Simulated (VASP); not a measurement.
A run of VASP 6.6.1 is set up as follows.

INCAR

```
PREC = Accurate
ENCUT = 600
EDIFF = 1E-6
ISMEAR = -1
SIGMA = 0.05
LREAL = F
LASPH = T
NELM = 120
ALGO = Normal
ISIF = 2
LWAVE = F
LCHARG = F
GGA = PE
NBANDS = 11
GGA_COMPAT = F
```

File KPOINTS:

```
regular mesh
0
Gamma
  14 14 14
```

POSCAR

```
BeSe
1.0
    0.0000000000      2.5885384557      2.5885384557
    2.5885384557      0.0000000000      2.5885384557
    2.5885384557      2.5885384557      0.0000000000
Be Se
1 1
Direct
    0.0000000000      0.0000000000      0.0000000000
    0.2500000000      0.2500000000      0.2500000000
```

Potentials or basis: VASP PAW PBE potentials, release 64 (Be, Se).

Run with:

```bash
$ cat potpaw_PBE.64/Be/POTCAR potpaw_PBE.64/Se/POTCAR > POTCAR
$ mpirun -np 1 vasp_std > vasp.out
```

(1) Estimate the pressure.

(2) Predict the band gap on the k mesh.

Answers

(1) 0.2 GPa.

(2) 2.66 eV (least direct gap 4.22 eV).
